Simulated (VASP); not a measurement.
# LaSi26C27 (a cell with a defect) in VASP: electric field gradients with PBE

Aim: the electric field gradients of LaSi26C27 (a cell with a defect) with PBE.

All numbers are computed with VASP 6.6.1; they aren't measurements. Logs are shortened: lines on timing, memory, paths and dates and some standing lists are left out, and cuts for length are marked.

## (1) The cell of the first run

The cell holds a defect, 54 atoms: a = 9.245 Å, b = 9.245 Å, c = 9.245 Å, α = 60.00°, β = 60.00°, γ = 60.00°.

## (2) Electric field gradients, PBE

INCAR

```
SYSTEM = LaSi26C27
PREC = Accurate
ENCUT = 520
EDIFF = 1E-8
ISMEAR = -1
SIGMA = 0.01
LREAL = Auto
LASPH = .True.
NELM = 100
ALGO = Normal
ISIF = 2
LWAVE = .False.
LCHARG = .False.
GGA = PE
LEFG = .True.
NELECT = 224.0
NBANDS = 144
```

KPOINTS

```
regular mesh
0
Gamma
  3 3 3
  0 0 0
```

POSCAR

```
LaSi26C27
1.0
    0.0000000000      6.5370000000      6.5370000000
    6.5370000000      0.0000000000      6.5370000000
    6.5370000000      6.5370000000      0.0000000000
La Si C
1 26 27
Direct
    0.0000000000      0.0000000000      0.0000000000
    0.0000000000      0.0000000000      0.3333333333
    0.0000000000      0.0000000000      0.6666666667
    0.0000000000      0.3333333333      0.0000000000
    0.0000000000      0.3333333333      0.3333333333
    0.0000000000      0.3333333333      0.6666666667
    0.0000000000      0.6666666667      0.0000000000
    0.0000000000      0.6666666667      0.3333333333
    0.0000000000      0.6666666667      0.6666666667
    0.3333333333      0.0000000000      0.0000000000
    0.3333333333      0.0000000000      0.3333333333
    0.3333333333      0.0000000000      0.6666666667
    0.3333333333      0.3333333333      0.0000000000
    0.3333333333      0.3333333333      0.3333333333
    0.3333333333      0.3333333333      0.6666666667
    0.3333333333      0.6666666667      0.0000000000
    0.3333333333      0.6666666667      0.3333333333
    0.3333333333      0.6666666667      0.6666666667
    0.6666666667      0.0000000000      0.0000000000
    0.6666666667      0.0000000000      0.3333333333
    0.6666666667      0.0000000000      0.6666666667
    0.6666666667      0.3333333333      0.0000000000
    0.6666666667      0.3333333333      0.3333333333
    0.6666666667      0.3333333333      0.6666666667
    0.6666666667      0.6666666667      0.0000000000
    0.6666666667      0.6666666667      0.3333333333
    0.6666666667      0.6666666667      0.6666666667
    0.0833333333      0.0833333333      0.0833333333
    0.0833333333      0.0833333333      0.4166666667
    0.0833333333      0.0833333333      0.7500000000
    0.0833333333      0.4166666667      0.0833333333
    0.0833333333      0.4166666667      0.4166666667
    0.0833333333      0.4166666667      0.7500000000
    0.0833333333      0.7500000000      0.0833333333
    0.0833333333      0.7500000000      0.4166666667
    0.0833333333      0.7500000000      0.7500000000
    0.4166666667      0.0833333333      0.0833333333
    0.4166666667      0.0833333333      0.4166666667
    0.4166666667      0.0833333333      0.7500000000
    0.4166666667      0.4166666667      0.0833333333
    0.4166666667      0.4166666667      0.4166666667
    0.4166666667      0.4166666667      0.7500000000
    0.4166666667      0.7500000000      0.0833333333
    0.4166666667      0.7500000000      0.4166666667
    0.4166666667      0.7500000000      0.7500000000
    0.7500000000      0.0833333333      0.0833333333
    0.7500000000      0.0833333333      0.4166666667
    0.7500000000      0.0833333333      0.7500000000
    0.7500000000      0.4166666667      0.0833333333
    0.7500000000      0.4166666667      0.4166666667
    0.7500000000      0.4166666667      0.7500000000
    0.7500000000      0.7500000000      0.0833333333
    0.7500000000      0.7500000000      0.4166666667
    0.7500000000      0.7500000000      0.7500000000
```

Potentials or basis: VASP PAW PBE potentials, release 64 (La, Si, C).

Launch:

```console
$ cat potpaw_PBE.64/La/POTCAR potpaw_PBE.64/Si/POTCAR potpaw_PBE.64/C/POTCAR > POTCAR
$ mpirun -np 1 vasp_std > vasp.out
```

OUTCAR:

```text
SYSTEM = LaSi26C27
   PREC = Accurate
   ENCUT = 520
   EDIFF = 1E-8
   ISMEAR = -1
   LREAL = Auto
   LASPH = .True.
   NELM = 100
   ISIF = 2
   GGA = PE
   NELECT = 224.0

 ion  position               nearest neighbor table
   1  0.000  0.000  0.000-  28 1.89  30 1.89  34 1.89  46 1.89   7 3.08   8 3.08  10 3.08  12 3.08
                            16 3.08  19 3.08  20 3.08  22 3.08   2 3.08   3 3.08   4 3.08   6 3.08
   2  0.000  0.000  0.333-  28 1.89  29 1.89  35 1.89  47 1.89  10 3.08  11 3.08  17 3.08  20 3.08
                            23 3.08   1 3.08   4 3.08   5 3.08   8 3.08  21 3.08   9 3.08   3 3.08
   3  0.000  0.000  0.667-  30 1.89  29 1.89  36 1.89  48 1.89  12 3.08  18 3.08  19 3.08  21 3.08
                            24 3.08   1 3.08   6 3.08   7 3.08   9 3.08  11 3.08   5 3.08   2 3.08
   4  0.000  0.333  0.000-  28 1.89  31 1.89  33 1.89  49 1.89  10 3.08  13 3.08  15 3.08  22 3.08
                            23 3.08   1 3.08   2 3.08   5 3.08   6 3.08   9 3.08  25 3.08   7 3.08
   5  0.000  0.333  0.333-  29 1.89  31 1.89  50 1.89  32 1.89  14 3.08  23 3.08   2 3.08   4 3.08
                            11 3.08  13 3.08   3 3.08   7 3.08  24 3.08  26 3.08   6 3.08   8 3.08
   6  0.000  0.333  0.667-  30 1.89  32 1.89  33 1.89  51 1.89  15 3.08  22 3.08  24 3.08   1 3.08
                             3 3.08   4 3.08  12 3.08  14 3.08  27 3.08   8 3.08   9 3.08   5 3.08
   7  0.000  0.667  0.000-  34 1.89  31 1.89  36 1.89  52 1.89  16 3.08  18 3.08  19 3.08  25 3.08
                            26 3.08   1 3.08   3 3.08   8 3.08   9 3.08  13 3.08   5 3.08   4 3.08
   8  0.000  0.667  0.333-  32 1.89  34 1.89  35 1.89  53 1.89  17 3.08  20 3.08  26 3.08   1 3.08
                             2 3.08   7 3.08  16 3.08  14 3.08  27 3.08   5 3.08   9 3.08   6 3.08
   9  0.000  0.667  0.667-  36 1.89  35 1.89  33 1.89  54 1.89  25 3.08  27 3.08   3 3.08   7 3.08
[... 62 lines left out ...]
  53  0.750  0.750  0.417-   8 1.89  20 1.89  26 1.89  27 1.89
  54  0.750  0.750  0.750-  27 1.89  21 1.89  25 1.89   9 1.89

  LATTYP: Found a face centered cubic cell.
 ALAT       =    13.0740000000

  Lattice vectors:

 A1 = (   0.0000000000,   6.5370000000,   6.5370000000)
 A2 = (   6.5370000000,   0.0000000000,   6.5370000000)
 A3 = (   6.5370000000,   6.5370000000,   0.0000000000)

Analysis of symmetry for initial positions (statically):
=====================================================================
 Subroutine PRICEL returns:
 Original cell was already a primitive cell.

 Routine SETGRP: Setting up the symmetry group for a
 face centered cubic supercell.

 Subroutine GETGRP returns: Found 24 space group operations
 (whereof 24 operations were pure point group operations)
 out of a pool of 48 trial point group operations.

The static configuration has the point symmetry T_d .

Analysis of symmetry for dynamics (positions and initial velocities):
=====================================================================
 Subroutine PRICEL returns:
 Original cell was already a primitive cell.

 Routine SETGRP: Setting up the symmetry group for a
 face centered cubic supercell.

 Subroutine GETGRP returns: Found 24 space group operations
 (whereof 24 operations were pure point group operations)
 out of a pool of 48 trial point group operations.

The dynamic configuration has the point symmetry T_d .

 Subroutine INISYM returns: Found 24 space group operations
 (whereof 24 operations are pure point group operations),
 and found     1 'primitive' translations

----------------------------------------------------------------------------------------

                                     Primitive cell

  volume of cell :     558.6830

  direct lattice vectors                    reciprocal lattice vectors
     0.000000000  6.537000000  6.537000000    -0.076487685  0.076487685  0.076487685
     6.537000000  0.000000000  6.537000000     0.076487685 -0.076487685  0.076487685
     6.537000000  6.537000000  0.000000000     0.076487685  0.076487685 -0.076487685

  length of vectors
     9.244714057  9.244714057  9.244714057     0.132480557  0.132480557  0.132480557

  position of ions in fractional coordinates (direct lattice)
     0.000000000  0.000000000  0.000000000
     0.000000000  0.000000000  0.333333333
     0.000000000  0.000000000  0.666666667
     0.000000000  0.333333333  0.000000000
[... 177 lines left out ...]
     AMIX     =   0.40;   BMIX     =  1.00
     AMIX_MAG =   1.60;   BMIX_MAG =  1.00
  volume/ion in A,a.u.               =      10.35        69.82
  Fermi-wavevector in a.u.,A,eV,Ry     =   1.207172  2.281224 19.827271  1.457263
  Thomas-Fermi vector in A             =   2.342817
   LORBIT       =      0    0 simple, 1 ext, 2 COOP (PROOUT), +10 PAW based schemes
   GGA     = PE    functional components
   LHFCALC =     F    Hartree Fock is set to
   AEXX    =    0.0000 exact exchange contribution
   IVDW    =     0    specifies the selected vdW correction
   LEPSILON=     F    determine dielectric tensor
   LRPA    =     F    only Hartree local field effects (RPA)
 non-spin polarized calculation
  energy-cutoff  :      520.00
  volume of cell :      558.68
 maximum number of plane-waves:     15070
 NGX is ok and might be reduce to    70
   NGX = 35   NGY = 35   NGZ = 35

 number of electron     223.9999999 magnetization

 Free energy of the ion-electron system (eV)
  ---------------------------------------------------
  ext. energy  EPLUGINS =         0.00000000
  ---------------------------------------------------
  free energy    TOTEN  =      -381.95254161 eV

  energy without entropy =     -381.95254161  energy(sigma->0) =     -381.95254161

 E-fermi :  10.0495     XC(G=0): -11.4693

 val. band max:        9.7698110335   @ k =   0.3333   0.3333   0.0000
 cond. band min:      10.3959883313   @ k =   0.3333   0.3333   0.0000
 fundamental gap:      0.6261772978
 Fermi energy:        10.0494951491

 k-point     1 :       0.0000    0.0000    0.0000
  band No.  band energies     occupation
      1     -20.8257      2.00000
      2      -7.6133      2.00000
      3      -7.6133      2.00000
      4      -7.6133      2.00000
      5      -6.9613      2.00000
      6      -5.0106      2.00000
[... 497 lines left out ...]
    123      13.1674      0.00000
    124      13.1836      0.00000
 [bands above 124 left out]

------------------------ aborting loop because EDIFF is reached ----------------------------------------

  FORCE on cell =-STRESS in cart. coord.  units (eV):
  Direction    XX          YY          ZZ          XY          YZ          ZX
  --------------------------------------------------------------------------------------
  -------------------------------------------------------------------------------------
  Total       55.3637957     55.3637957     55.3637957      0.0000000      0.0000000     -0.0000000
  in kB      158.7709301    158.7709301    158.7709301      0.0000000      0.0000000     -0.0000000
  external PRESSURE =     158.7709301 kB  Pullay stress =       0.0000000 kB

 VOLUME and BASIS-vectors are now :
 -----------------------------------------------------------------------------
  energy-cutoff  :      520.00
  volume of cell :      558.68
      direct lattice vectors                 reciprocal lattice vectors
     0.000000000  6.537000000  6.537000000    -0.076487685  0.076487685  0.076487685
     6.537000000  0.000000000  6.537000000     0.076487685 -0.076487685  0.076487685
     6.537000000  6.537000000  0.000000000     0.076487685  0.076487685 -0.076487685

 POSITION                                       TOTAL-FORCE (eV/Angst)
 -----------------------------------------------------------------------------------
      0.00000      0.00000      0.00000        -0.000000     -0.000000     -0.000000
      2.17900      2.17900      0.00000         0.088712      0.088712      0.604983
      4.35800      4.35800      0.00000        -0.088712     -0.088712      0.604983
      2.17900      0.00000      2.17900         0.088712      0.604983      0.088712
      4.35800      2.17900      2.17900        -0.116258      0.116258      0.116258
      6.53700      4.35800      2.17900        -0.604983     -0.088712      0.088712
[... 46 lines left out ...]
      7.62650      7.62650      9.80550         0.009268      0.009268      0.067434
      9.80550      9.80550      9.80550        -0.000000     -0.000000     -0.000000
 -----------------------------------------------------------------------------------
    total drift:                                0.000002      0.000002      0.000002

  FREE ENERGIE OF THE ION-ELECTRON SYSTEM (eV)
  ---------------------------------------------------
  free  energy   TOTEN  =      -381.9525416053 eV

  energy  without entropy=     -381.9525416053  energy(sigma->0) =     -381.95254161

 Electric field gradients (V/A^2)
---------------------------------------------------------------------
 ion       V_xx      V_yy      V_zz      V_xy      V_xz      V_yz
---------------------------------------------------------------------
   1      -0.000    -0.000    -0.000     0.001     0.001     0.001
   2       2.754     2.754    -5.508     1.690    -2.569    -2.569
   3       2.754     2.754    -5.508     1.690     2.569     2.569
   4       2.754    -5.508     2.754    -2.569     1.690    -2.569
   5       0.000    -0.000    -0.000    -0.729    -0.729     0.729
   6      -5.507     2.754     2.754    -2.569     2.569    -1.689
[... 46 lines left out ...]
  53      -0.434    -0.434     0.868     0.304    -0.478    -0.478
  54      -0.000    -0.000    -0.000     0.001     0.001     0.001
---------------------------------------------------------------------

 Electric field gradients after diagonalization (V/A^2)
 (convention: |V_zz| > |V_xx| > |V_yy|)
----------------------------------------------------------------------
 ion       V_xx      V_yy      V_zz     asymmetry (V_yy - V_xx)/ V_zz
----------------------------------------------------------------------
   1      -0.001    -0.001     0.001       0.000
   2       5.629     1.064    -6.693       0.682
   3       5.629     1.064    -6.693       0.682
   4       5.629     1.064    -6.693       0.682
   5      -0.729    -0.729     1.458       0.000
   6       5.629     1.064    -6.693       0.682
[... 46 lines left out ...]
  53      -0.738    -0.471     1.209       0.220
  54      -0.001    -0.001     0.001       0.000
----------------------------------------------------------------------

           NMR quadrupolar parameters

 Cq : quadrupolar parameter    Cq=e*Q*V_zz/h
 eta: asymmetry parameters     (V_yy - V_xx)/ V_zz
 Q  : nuclear electric quadrupole moment in mb (millibarn)
----------------------------------------------------------------------
 ion       Cq(MHz)       eta       Q (mb)
----------------------------------------------------------------------
   1       0.000       0.000       1.000
   2      -0.016       0.682       1.000
   3      -0.016       0.682       1.000
   4      -0.016       0.682       1.000
   5       0.004       0.000       1.000
   6      -0.016       0.682       1.000
[... 46 lines left out ...]
  53       0.003       0.220       1.000
  54       0.000       0.000       1.000
----------------------------------------------------------------------
```

It took 46 min on 1 thread of AMD EPYC, shared host; peak memory 0.79 GiB.

Results:

```
Free energy                             : -381.9525 eV
Largest force                           : 11.537 eV/Å
Largest electric field gradient by atom : La -0.0; Si -6.7, +1.5, -0.2, -1.1 (each value once); C -7.2, -0.8, +1.2, -0.5, -0.0 (each value once) V/Å²
```

Forces on the atoms (eV/Å):
```
La   0.000  0.000  0.000
Si   0.089  0.089  0.605
Si  -0.089 -0.089  0.605
Si   0.089  0.605  0.089
Si  -0.116  0.116  0.116
Si  -0.605 -0.089  0.089
Si  -0.089  0.605 -0.089
Si  -0.605  0.089 -0.089
Si   0.045 -0.045 -0.045
Si   0.605  0.089  0.089
Si   0.116 -0.116  0.116
Si  -0.089 -0.605  0.089
Si   0.116  0.116 -0.116
Si  -0.116 -0.116 -0.116
Si   0.000  0.000 -0.111
Si  -0.089  0.089 -0.605
Si   0.000 -0.111  0.000
Si   0.111  0.000  0.000
Si   0.605 -0.089 -0.089
Si   0.089 -0.605 -0.089
Si  -0.045  0.045 -0.045
Si   0.089 -0.089 -0.605
Si  -0.111  0.000  0.000
Si   0.000  0.111  0.000
Si  -0.045 -0.045  0.045
Si   0.000  0.000  0.111
Si   0.045  0.045  0.045
C    6.661  6.661  6.661
C    0.000  0.000 -0.211
C   -6.661 -6.661  6.661
C    0.000 -0.211  0.000
C    0.211  0.000  0.000
C    0.009 -0.009 -0.067
C   -6.661  6.661 -6.661
C    0.009 -0.067 -0.009
C    0.067 -0.009 -0.009
C   -0.211  0.000  0.000
C    0.000  0.211  0.000
C   -0.009  0.009 -0.067
C    0.000  0.000  0.211
C    0.030  0.030  0.030
C   -0.030 -0.030  0.030
C   -0.009 -0.067  0.009
C   -0.030  0.030 -0.030
C    0.067  0.009  0.009
C    6.661 -6.661 -6.661
C   -0.067  0.009 -0.009
C   -0.009  0.067 -0.009
C   -0.067 -0.009  0.009
C    0.030 -0.030 -0.030
C    0.009  0.067  0.009
C   -0.009 -0.009  0.067
C    0.009  0.009  0.067
C    0.000  0.000  0.000
```

Electric field gradients, principal values (V/Å²):
| atom | least | middle | greatest (by size) |
| --- | --- | --- | --- |
| 1 La | -0.001 | -0.001 | 0.001 |
| 2 Si | 1.064 | 5.629 | -6.693 |
| 3 Si | 1.064 | 5.629 | -6.693 |
| 4 Si | 1.064 | 5.629 | -6.693 |
| 5 Si | -0.729 | -0.729 | 1.458 |
| 6 Si | 1.064 | 5.629 | -6.693 |
| 7 Si | 1.064 | 5.629 | -6.693 |
| 8 Si | 1.064 | 5.629 | -6.693 |
| 9 Si | 0.098 | 0.098 | -0.197 |
| 10 Si | 1.064 | 5.629 | -6.693 |
| 11 Si | -0.729 | -0.729 | 1.458 |
| 12 Si | 1.064 | 5.629 | -6.693 |
| 13 Si | -0.729 | -0.729 | 1.458 |
| 14 Si | -0.729 | -0.729 | 1.458 |
| 15 Si | 0.369 | 0.747 | -1.116 |
| 16 Si | 1.064 | 5.629 | -6.693 |
| 17 Si | 0.369 | 0.747 | -1.116 |
| 18 Si | 0.369 | 0.747 | -1.116 |
| 19 Si | 1.064 | 5.629 | -6.693 |
| 20 Si | 1.064 | 5.629 | -6.693 |
| 21 Si | 0.098 | 0.098 | -0.197 |
| 22 Si | 1.064 | 5.629 | -6.693 |
| 23 Si | 0.369 | 0.747 | -1.116 |
| 24 Si | 0.369 | 0.747 | -1.116 |
| 25 Si | 0.098 | 0.098 | -0.197 |
| 26 Si | 0.369 | 0.747 | -1.116 |
| 27 Si | 0.098 | 0.098 | -0.197 |
| 28 C | 3.590 | 3.590 | -7.181 |
| 29 C | 0.286 | 0.472 | -0.757 |
| 30 C | 3.591 | 3.591 | -7.182 |
| 31 C | 0.286 | 0.472 | -0.757 |
| 32 C | 0.286 | 0.472 | -0.758 |
| 33 C | -0.472 | -0.737 | 1.209 |
| 34 C | 3.591 | 3.591 | -7.182 |
| 35 C | -0.472 | -0.737 | 1.209 |
| 36 C | -0.472 | -0.738 | 1.210 |
| 37 C | 0.286 | 0.472 | -0.757 |
| 38 C | 0.286 | 0.472 | -0.758 |
| 39 C | -0.472 | -0.737 | 1.209 |
| 40 C | 0.286 | 0.472 | -0.758 |
| 41 C | 0.239 | 0.239 | -0.479 |
| 42 C | 0.240 | 0.240 | -0.480 |
| 43 C | -0.472 | -0.737 | 1.209 |
| 44 C | 0.240 | 0.240 | -0.480 |
| 45 C | -0.471 | -0.738 | 1.209 |
| 46 C | 3.591 | 3.591 | -7.182 |
| 47 C | -0.472 | -0.737 | 1.209 |
| 48 C | -0.472 | -0.738 | 1.210 |
| 49 C | -0.472 | -0.737 | 1.209 |
| 50 C | 0.240 | 0.240 | -0.480 |
| 51 C | -0.471 | -0.738 | 1.209 |
| 52 C | -0.472 | -0.738 | 1.210 |
| 53 C | -0.471 | -0.738 | 1.209 |
| 54 C | -0.001 | -0.001 | 0.001 |

Caveat: the cell carries a net charge on a neutralising background, which shifts energy and pressure; the cell is charged against a uniform background, so pressure and absolute levels hang on convention; without QUAD_EFG the Cq values of the log hold for a quadrupole moment of 1 mb, not for the nuclei; spin-orbit coupling is left out, which moves the levels of the heavy elements.
